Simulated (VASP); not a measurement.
# PtSe2 (Sudovikovite) (P-3m1) in VASP: settings compared, part 2 of 2

VASP 6.6.1. Earlier steps stand in the parts before.

**3. Single point, PBEsol+D4**

INCAR

```
PREC = Accurate
ENCUT = 520
EDIFF = 1E-6
ISMEAR = -1
SIGMA = 0.05
LREAL = False
LASPH = True
NELM = 80
ALGO = Normal
ISIF = 2
LWAVE = False
LCHARG = False
GGA = PS
IVDW = 13
NBANDS = 18
```

KPOINTS

```
Automatic mesh
0
Gamma
  8 8 5
```

POSCAR

```
PtSe2
1.0
    3.7240000000      0.0000000000      0.0000000000
   -1.8620000000      3.2250786037      0.0000000000
    0.0000000000      0.0000000000      5.0620000000
Pt Se
1 2
Direct
    0.0000000000      0.0000000000      0.0000000000
    0.6666666667      0.3333333333      0.7500000000
    0.3333333333      0.6666666667      0.2500000000
```

Potentials or basis: VASP PAW PBE potentials, release 64 (Pt, Se).

Run with:

```console
$ cat potpaw_PBE.64/Pt/POTCAR potpaw_PBE.64/Se/POTCAR > POTCAR
$ mpirun -np 1 vasp_std > vasp.out
```

OUTCAR:

```text
PREC = Accurate
   ENCUT = 520
   EDIFF = 1E-6
   ISMEAR = -1
   LREAL = False
   LASPH = True
   NELM = 80
   ISIF = 2
   GGA = PS
   IVDW = 13

 ion  position               nearest neighbor table
   1  0.000  0.000  0.000-   2 2.49   3 2.49   2 2.49   3 2.49   2 2.49   3 2.49
   2  0.667  0.333  0.750-   1 2.49   1 2.49   1 2.49
   3  0.333  0.667  0.250-   1 2.49   1 2.49   1 2.49

  LATTYP: Found a hexagonal cell.
 ALAT       =     3.7240000000
 C/A-ratio  =     1.3592910849

  Lattice vectors:

 A1 = (   3.7240000000,   0.0000000000,   0.0000000000)
 A2 = (  -1.8620000000,   3.2250786037,   0.0000000000)
 A3 = (   0.0000000000,   0.0000000000,   5.0620000000)

Analysis of symmetry for initial positions (statically):
=====================================================================
 Subroutine PRICEL returns:
 Original cell was already a primitive cell.

 Routine SETGRP: Setting up the symmetry group for a
 hexagonal supercell.

 Subroutine GETGRP returns: Found 12 space group operations
 (whereof 12 operations were pure point group operations)
 out of a pool of 24 trial point group operations.

The static configuration has the point symmetry D_3d.

Analysis of symmetry for dynamics (positions and initial velocities):
=====================================================================
 Subroutine PRICEL returns:
 Original cell was already a primitive cell.

 Routine SETGRP: Setting up the symmetry group for a
 hexagonal supercell.

 Subroutine GETGRP returns: Found 12 space group operations
 (whereof 12 operations were pure point group operations)
 out of a pool of 24 trial point group operations.

The dynamic configuration has the point symmetry D_3d.

 Subroutine INISYM returns: Found 12 space group operations
 (whereof 12 operations are pure point group operations),
 and found     1 'primitive' translations
[... 112 lines left out ...]
   ISMEAR =    -1;   SIGMA  =   0.05  broadening in eV -4-tet -1-fermi 0-gaus
   EFERMI_NEDOS =   21; number of points for ismear=-14 and -15
   IALGO  =     38    algorithm
   IMIX   =      4    mixing-type and parameters
     AMIX     =   0.40;   BMIX     =  1.00
     AMIX_MAG =   1.60;   BMIX_MAG =  1.00
  volume/ion in A,a.u.               =      20.27       136.76
  Fermi-wavevector in a.u.,A,eV,Ry     =   1.166608  2.204570 18.517184  1.360975
  Thomas-Fermi vector in A             =   2.303119
   LORBIT       =      0    0 simple, 1 ext, 2 COOP (PROOUT), +10 PAW based schemes
   GGA     = PS    functional components
   LHFCALC =     F    Hartree Fock is set to
   AEXX    =    0.0000 exact exchange contribution
   IVDW    =    13    specifies the selected vdW correction
   LEPSILON=     F    determine dielectric tensor
   LRPA    =     F    only Hartree local field effects (RPA)
 non-spin polarized calculation
  energy-cutoff  :      520.00
  volume of cell :       60.80
 maximum number of plane-waves:      1654
   NGX = 13   NGY = 13   NGZ = 19

 number of electron      21.9999999 magnetization

 Free energy of the ion-electron system (eV)
  ---------------------------------------------------
  ext. energy  EPLUGINS =         0.00000000
  ---------------------------------------------------
  free energy    TOTEN  =       -15.88829898 eV

  energy without entropy =      -15.88214802  energy(sigma->0) =      -15.88522350

 E-fermi :   6.4271     XC(G=0): -10.8049

 val. band max:        6.3012835902   @ k =   0.1250  -0.0000   0.0000
 cond. band min:       6.4533715370   @ k =   0.0000   0.1250   0.2000
 fundamental gap:      0.1520879468
 Fermi energy:         6.4270803119

 k-point     1 :       0.0000    0.0000    0.0000
  band No.  band energies     occupation
      1      -9.3398      2.00000
      2      -6.4928      2.00000
      3      -0.8342      2.00000
      4      -0.1144      2.00000
      5      -0.1144      2.00000
      6       2.3646      2.00000
[... 481 lines left out ...]
      5       0.5771      2.00000
      6       1.3818      2.00000
[... 10 lines left out ...]
     17      14.7701      0.00000
     18      15.3652      0.00000

 [... further k-points ...]

------------------------ aborting loop because EDIFF is reached ----------------------------------------

  DFT-D4 for vdW energy calculation

  Edisp (eV):   -0.86017

  FORCE on cell =-STRESS in cart. coord.  units (eV):
  Direction    XX          YY          ZZ          XY          YZ          ZX
  --------------------------------------------------------------------------------------
  -------------------------------------------------------------------------------------
  Total       0.21221     0.21221    -0.36040     0.00000     0.00000     0.00000
  in kB       5.59241     5.59241    -9.49784     0.00000     0.00000     0.00000
  external pressure =        0.56 kB  Pullay stress =        0.00 kB

 VOLUME and BASIS-vectors are now :
 -----------------------------------------------------------------------------
  energy-cutoff  :      520.00
  volume of cell :       60.80
      direct lattice vectors                 reciprocal lattice vectors
     3.724000000  0.000000000  0.000000000     0.268528464  0.155034981  0.000000000
    -1.862000000  3.225078604  0.000000000     0.000000000  0.310069962  0.000000000
     0.000000000  0.000000000  5.062000000     0.000000000  0.000000000  0.197550375

 POSITION                                       TOTAL-FORCE (eV/Angst)
 -----------------------------------------------------------------------------------
      0.00000      0.00000      0.00000         0.000000      0.000000      0.000000
      1.86200      1.07503      3.79650         0.000000      0.000000     -0.362383
     -0.00000      2.15005      1.26550        -0.000000     -0.000000      0.362383
 -----------------------------------------------------------------------------------
    total drift:                               -0.000000     -0.000000     -0.000000

  FREE ENERGIE OF THE ION-ELECTRON SYSTEM (eV)
  ---------------------------------------------------
  free  energy   TOTEN  =       -16.7484711881 eV

  energy  without entropy=      -16.7423202294  energy(sigma->0) =      -16.74539571
```

OSZICAR:

```text
N       E                     dE             d eps       ncg     rms          rms(c)
DAV:   1     0.107585834421E+03    0.10759E+03   -0.99623E+03  1456   0.107E+03
DAV:   2    -0.117620948434E+02   -0.11935E+03   -0.11544E+03  1780   0.212E+02
DAV:   3    -0.167234199894E+02   -0.49613E+01   -0.49280E+01  1710   0.427E+01
DAV:   4    -0.167610340549E+02   -0.37614E-01   -0.37598E-01  1788   0.408E+00
DAV:   5    -0.167614168422E+02   -0.38279E-03   -0.38278E-03  1714   0.402E-01    0.133E+01
DAV:   6    -0.161287575133E+02    0.63266E+00   -0.44132E+00  1482   0.189E+01    0.792E+00
DAV:   7    -0.159181969261E+02    0.21056E+00   -0.86286E-01  1472   0.902E+00    0.391E+00
DAV:   8    -0.158905249884E+02    0.27672E-01   -0.53052E-02  1588   0.170E+00    0.832E-01
DAV:   9    -0.158882436723E+02    0.22813E-02   -0.60663E-03  1612   0.706E-01    0.189E-01
DAV:  10    -0.158883059416E+02   -0.62269E-04   -0.89696E-04  1650   0.203E-01    0.400E-02
DAV:  11    -0.158882985006E+02    0.74410E-05   -0.58236E-05  1764   0.706E-02    0.216E-02
DAV:  12    -0.158882989807E+02   -0.48016E-06   -0.58007E-06  1582   0.166E-02
   1 F= -.16748471E+02 E0= -.16745396E+02  d E =-.615096E-02
```

stdout:

```text
POSCAR found type information on POSCAR PtSe
 POSCAR found :  2 types and       3 ions
 scaLAPACK will be used
 -----------------------------------------------------------------------------
|                                                                             |
|                                                                             |
|     You enforced a specific xc type in the INCAR file but a different       |
|     I HOPE YOU KNOW WHAT YOU ARE DOING!                                     |
|                                                                             |
 -----------------------------------------------------------------------------

 LDA part: xc-table for (Slater+PW92), standard interpolation
 POSCAR, INCAR and KPOINTS ok, starting setup
 FFT: planning ... GRIDC
 FFT: planning ... GRID_SOFT
 FFT: planning ... GRID
 WAVECAR not read
 entering main loop
```

Wall time 33 s (1 thread of Intel Xeon Platinum 8375C at 2.90GHz (Ice Lake), shared host); peak memory 0.2 GiB.

What came out:

```
Free energy                : -16.7485 eV
Pressure                   : 0.1 GPa
Largest force              : 0.362 eV/Å
Band gap on the k mesh     : zero (band 11 reaches 6.81 eV, above the bottom of band 12 at 6.48 eV)
Dispersion energy per atom : -0.287 eV
```

Forces in eV/Å, atoms in the order of the input:
```
Pt   0.000  0.000  0.000
Se   0.000  0.000 -0.362
Se   0.000  0.000  0.362
```

Levels at points of the mesh, in eV from the Fermi level:
```csv
k point,band 8,band 9,band 10,band 11,band 12,band 13,band 14,band 15
"(0.00, 0.00, 0.00)",-2.61,-1.09,-1.09,0.38,1.43,1.43,3.46,4.06
"(0.50, 0.00, 0.00)",-3.59,-3.54,-3.46,-3.02,0.61,2.33,4.70,5.70
```

Caveat: the PAW data sets were made with another functional, which shifts forces and pressure a little; spin-orbit coupling is left out, which moves the levels of the heavy elements; pairwise dispersion overbinds metals, which lowers pressure and volume.
